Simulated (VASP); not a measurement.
# AlN (P6_3mc) in VASP: notebook, part 2 of 2

VASP 6.6.1. The steps go on from the part before.

## 3. Relaxation of cell and atoms, LDA

This run uses another cell than the first one, of 10.65 Å³/atom, 1.043 times its volume.

The input, INCAR:

```
  PREC = Accurate
  ENCUT = 600
  EDIFF = 1E-7
  ISMEAR = 0
  SIGMA = 0.02
  LREAL = F
  LASPH = T
  NELM = 60
  ALGO = Normal
  ISIF = 3
  LWAVE = F
  LCHARG = F
  GGA = CA
  IBRION = 2
  NSW = 70
  EDIFFG = -0.005
```

The input, KPOINTS:

```
regular mesh
0
Gamma
  9 9 6
```

The input, POSCAR:

```
AlN
1.0
    3.1302279165      0.0000000000      0.0000000000
   -1.5651139583      2.7108568953      0.0000000000
    0.0000000000      0.0000000000      5.0181059732
Al N
2 2
Direct
    0.3333333333      0.6666666667      0.0002300922
    0.6666666667      0.3333333333      0.5002300922
    0.3333333333      0.6666666667      0.3817699078
    0.6666666667      0.3333333333      0.8817699078
```

Potentials or basis: VASP PAW LDA potentials, release 64 (Al, N).

Command:

```
> cat potpaw_LDA.64/Al/POTCAR potpaw_LDA.64/N/POTCAR > POTCAR
> mpirun -np 1 vasp_std > vasp.out
```

OUTCAR:

```text
PREC = Accurate
   ENCUT = 600
   EDIFF = 1E-7
   ISMEAR = 0
   LREAL = F
   LASPH = T
   NELM = 60
   ISIF = 3
   GGA = CA
   IBRION = 2
   NSW = 70
   EDIFFG = -0.005

 ion  position               nearest neighbor table
   1  0.333  0.667  0.000-   4 1.90   4 1.90   4 1.90   3 1.91   2 3.09   2 3.09   2 3.09   2 3.09
                             2 3.09   2 3.09
   2  0.667  0.333  0.500-   3 1.90   3 1.90   3 1.90   4 1.91   1 3.09   1 3.09   1 3.09   1 3.09
                             1 3.09   1 3.09
   3  0.333  0.667  0.382-   2 1.90   2 1.90   2 1.90   1 1.91
   4  0.667  0.333  0.882-   1 1.90   1 1.90   1 1.90   2 1.91

  LATTYP: Found a hexagonal cell.
 ALAT       =     3.1302279165
 C/A-ratio  =     1.6031120120

  Lattice vectors:

 A1 = (   3.1302279165,   0.0000000000,   0.0000000000)
 A2 = (  -1.5651139583,   2.7108568953,   0.0000000000)
 A3 = (   0.0000000000,   0.0000000000,   5.0181059732)

Analysis of symmetry for initial positions (statically):
=====================================================================
 Subroutine PRICEL returns:
 Original cell was already a primitive cell.

 Routine SETGRP: Setting up the symmetry group for a
 hexagonal supercell.

 Subroutine GETGRP returns: Found 12 space group operations
 (whereof  6 operations were pure point group operations)
 out of a pool of 24 trial point group operations.

The static configuration has the point symmetry C_3v.
 The point group associated with its full space group is C_6v.

Analysis of symmetry for dynamics (positions and initial velocities):
=====================================================================
 Subroutine PRICEL returns:
 Original cell was already a primitive cell.

 Routine SETGRP: Setting up the symmetry group for a
 hexagonal supercell.

 Subroutine GETGRP returns: Found 12 space group operations
 (whereof  6 operations were pure point group operations)
 out of a pool of 24 trial point group operations.

The dynamic configuration has the point symmetry C_3v.
 The point group associated with its full space group is C_6v.

 Subroutine INISYM returns: Found 12 space group operations
 (whereof  6 operations are pure point group operations),
 and found     1 'primitive' translations

----------------------------------------------------------------------------------------

                                     Primitive cell

  volume of cell :      42.5816

  direct lattice vectors                    reciprocal lattice vectors
     3.130227916  0.000000000  0.000000000     0.319465555  0.184443524  0.000000000
    -1.565113958  2.710856895  0.000000000     0.000000000  0.368887049  0.000000000
     0.000000000  0.000000000  5.018105973     0.000000000  0.000000000  0.199278374

  length of vectors
     3.130227916  3.130227917  5.018105973     0.368887049  0.368887049  0.199278374

  position of ions in fractional coordinates (direct lattice)
     0.333333333  0.666666667  0.000230092
     0.666666667  0.333333333  0.500230092
     0.333333333  0.666666667  0.381769908
     0.666666667  0.333333333  0.881769908

  ion indices of the primitive-cell ions
   primitive index   ion index
                 1           1
[... 61 lines left out ...]
   dimension x,y,z NGXF=    56 NGYF=   56 NGZF=   80
   ions per type =               2   2
   NGX,Y,Z   is equivalent  to a cutoff of  14.87, 14.87, 13.25 a.u.
   NGXF,Y,Z  is equivalent  to a cutoff of  29.74, 29.74, 26.50 a.u.
 SYSTEM =  unknown system
   PREC   = accura    normal or accurate (medium, high low for compatibility)
   ISTART =      0    job   : 0-new  1-cont  2-samecut
   ICHARG =      2    charge: 1-file 2-atom 10-const
   ISPIN  =      1    spin polarized calculation?
   LNONCOLLINEAR =      F non collinear calculations
   LSORBIT =      F    spin-orbit coupling
   LASPH  =      T    aspherical Exc in radial PAW
   ENCUT  =  600.0 eV  44.10 Ry    6.64 a.u.   6.25  6.25 10.02*2*pi/ulx,y,z
   NELM   =     60;   NELMIN=  2; NELMDL= -5     # of ELM steps
   EDIFF  = 0.1E-06   stopping-criterion for ELM
   LREAL  =      F    real-space projection
   EDIFFG = -.5E-02   stopping-criterion for IOM
   NSW    =     70    number of steps for IOM
   IBRION =      2    ionic relax: 0-MD 1-quasi-New 2-CG
   NFREE  =      1    steps in history (QN), initial steepest desc. (CG)
   ISIF   =      3    stress and relaxation
   ISYM   =      2    0-nonsym 1-usesym 2-fastsym
   POTIM  = 0.5000    time-step for ionic-motion
   TEBEG  =    0.0;   TEEND  =   0.0 temperature during run
   PSTRESS=    0.0 pullay stress
   NELECT =      16.0000    total number of electrons
   NUPDOWN=      -1.0000    fix difference up-down
   EMIN   =  10.00;   EMAX   =-10.00  energy-range for DOS
   EFERMI =   0.00;   METHOD = LEGACY
   ISMEAR =     0;   SIGMA  =   0.02  broadening in eV -4-tet -1-fermi 0-gaus
   EFERMI_NEDOS =   21; number of points for ismear=-14 and -15
   IALGO  =     38    algorithm
   IMIX   =      4    mixing-type and parameters
     AMIX     =   0.40;   BMIX     =  1.00
     AMIX_MAG =   1.60;   BMIX_MAG =  1.00
  volume/ion in A,a.u.               =      10.65        71.84
  Fermi-wavevector in a.u.,A,eV,Ry     =   1.181338  2.232404 18.987727  1.395559
  Thomas-Fermi vector in A             =   2.317613
   LORBIT       =      0    0 simple, 1 ext, 2 COOP (PROOUT), +10 PAW based schemes
   GGA     = CA    functional components
   LHFCALC =     F    Hartree Fock is set to
   AEXX    =    0.0000 exact exchange contribution
   IVDW    =     0    specifies the selected vdW correction
   LEPSILON=     F    determine dielectric tensor
   LRPA    =     F    only Hartree local field effects (RPA)
 conjugate gradient relaxation of ions
 non-spin polarized calculation
 Gauss-broadening in eV      SIGMA  =   0.02
  energy-cutoff  :      600.00
  volume of cell :       42.58
 maximum number of plane-waves:      1448
 NGX is ok and might be reduce to    28
   NGX = 13   NGY = 13   NGZ = 21

--------------------------------------- Ionic step        1  -------------------------------------------

 number of electron      16.0000000 magnetization

 Free energy of the ion-electron system (eV)
  ---------------------------------------------------
  ext. energy  EPLUGINS =         0.00000000
  ---------------------------------------------------
  free energy    TOTEN  =       -32.80394147 eV

  energy without entropy =      -32.80394147  energy(sigma->0) =      -32.80394147

------------------------ aborting loop because EDIFF is reached ----------------------------------------

  FORCE on cell =-STRESS in cart. coord.  units (eV):
  Direction    XX          YY          ZZ          XY          YZ          ZX
  --------------------------------------------------------------------------------------
  -------------------------------------------------------------------------------------
  Total       -2.0549568     -2.0549568     -2.0090931      0.0000000     -0.0000000      0.0000000
  in kB      -77.3198329    -77.3198329    -75.5941633      0.0000000     -0.0000000      0.0000000
  external PRESSURE =     -76.7446097 kB  Pullay stress =       0.0000000 kB
[... 215 lines left out ...]
--------------------------------------- Ionic step        7  -------------------------------------------

 number of electron      15.9999999 magnetization

 Free energy of the ion-electron system (eV)
  ---------------------------------------------------
  ext. energy  EPLUGINS =         0.00000000
  ---------------------------------------------------
  free energy    TOTEN  =       -32.84447486 eV

  energy without entropy =      -32.84447486  energy(sigma->0) =      -32.84447486

 E-fermi :   6.1907     XC(G=0): -11.3322

 val. band max:        6.0881971744   @ k =   0.0000   0.0000   0.0000
 cond. band min:      10.4906521726   @ k =   0.0000   0.0000   0.0000
 fundamental gap:      4.4024549982
 Fermi energy:         6.1907454101

 k-point     1 :       0.0000    0.0000    0.0000
  band No.  band energies     occupation
      1      -9.0682      2.00000
      2      -6.7833      2.00000
      3      -0.0536      2.00000
      4       5.2018      2.00000
      5       5.2018      2.00000
      6       5.8624      2.00000
      7       5.8624      2.00000
      8       6.0882      2.00000
      9      10.4907      0.00000
     10      12.7994      0.00000
     11      16.7236      0.00000
     12      17.1706      0.00000
[... 331 lines left out ...]
 k-point    24 :       0.3333    0.3333    0.1667
  band No.  band energies     occupation
      1      -6.3970      2.00000
      2      -6.3970      2.00000
      3       1.2378      2.00000
      4       1.8314      2.00000
      5       1.8314      2.00000
      6       3.3085      2.00000
      7       4.1697      2.00000
      8       4.1697      2.00000
      9      11.4060      0.00000
     10      14.3372      0.00000
     11      15.1967      0.00000
     12      15.1967      0.00000

 [... further k-points ...]
[... 5 lines left out ...]
  --------------------------------------------------------------------------------------
  -------------------------------------------------------------------------------------
  Total       -0.0022187     -0.0022187     -0.0065144      0.0000000      0.0000000      0.0000000
  in kB       -0.0868193     -0.0868193     -0.2549104      0.0000000      0.0000000      0.0000000
  external PRESSURE =      -0.1428497 kB  Pullay stress =       0.0000000 kB
[... 19 lines left out ...]
  FREE ENERGIE OF THE ION-ELECTRON SYSTEM (eV)
  ---------------------------------------------------
  free  energy   TOTEN  =       -32.8444748600 eV

  energy  without entropy=      -32.8444748600  energy(sigma->0) =      -32.84447486

 reached required accuracy - stopping structural energy minimisation
```

CONTCAR:

```text
AlN
   1.00000000000000
     3.0911368252382485    0.0000000000007228    0.0000000000000000
    -1.5455684126678739    2.6770030172062151   -0.0000000000000000
     0.0000000000000000    0.0000000000000000    4.9480043477475171
  Al              N
     2     2
Direct
     0.3333333332999970    0.6666666667000030    0.0000386456347067
     0.6666666667000030    0.3333333332999970    0.5000386456347068
     0.3333333332999970    0.6666666667000030    0.3819613543652912
     0.6666666667000030    0.3333333332999970    0.8819613543652911

  0.00000000E+00  0.00000000E+00  0.00000000E+00
  0.00000000E+00  0.00000000E+00  0.00000000E+00
  0.00000000E+00  0.00000000E+00  0.00000000E+00
  0.00000000E+00  0.00000000E+00  0.00000000E+00
```

Wall time 66 s (1 thread of AMD EPYC 7R43 (Zen 3), shared host); peak memory 0.14 GiB.

Results:

- Free energy: -32.8445 eV
- Relaxed volume: 10.24 Å³/atom
- Relaxed cell: a = 3.091 Å, b = 3.091 Å, c = 4.948 Å, α = 90.00°, β = 90.00°, γ = 120.00°
- Space group after relaxing (to 0.05 Å): P6_3mc (No. 186)
- Energy gained by relaxing: 10.1 meV/atom
- Ionic steps: 7
- Pressure after relaxing: 0.0 GPa
- Band gap on the k mesh: 4.40 eV, direct

The path:
| step | energy change (eV) | largest force (eV/Å) | pressure (GPa) | volume (Å³) |
| --- | --- | --- | --- | --- |
| 1 | 0.0000 | 0.0075 | -7.67 | 42.58 |
| 2 | -0.0054 | 0.0235 | 8.06 | 39.52 |
| 3 | -0.0404 | 0.0083 | -0.05 | 40.96 |
| 4 | -0.0404 | 0.0086 | 0.11 | 40.92 |
| 5 | -0.0405 | 0.0139 | -0.11 | 40.96 |
| 6 | -0.0405 | 0.0139 | -0.10 | 40.96 |
| 7 | -0.0405 | 0.0011 | -0.01 | 40.94 |

Final structure:
```yaml
crystal:
  lattice:
    - [3.09114, 0.00000, 0.00000]
    - [-1.54557, 2.67700, 0.00000]
    - [0.00000, 0.00000, 4.94800]
  atoms:
    - { symbol: Al, position: [0.33333, 0.66667, 0.00004] }
    - { symbol: Al, position: [0.66667, 0.33333, 0.50004] }
    - { symbol: N, position: [0.33333, 0.66667, 0.38196] }
    - { symbol: N, position: [0.66667, 0.33333, 0.88196] }
```

Levels at points of the mesh, in eV from the valence-band top:
| k point | band 5 | band 6 | band 7 | band 8 | band 9 | band 10 | band 11 | band 12 |
| --- | --- | --- | --- | --- | --- | --- | --- | --- |
| (0.00, 0.00, 0.00) | -0.89 | -0.23 | -0.23 | 0.00 | 4.40 | 6.71 | 10.64 | 11.08 |
| (0.00, 0.00, 0.50) | -0.57 | -0.57 | -0.57 | -0.57 | 6.59 | 6.59 | 10.30 | 10.30 |
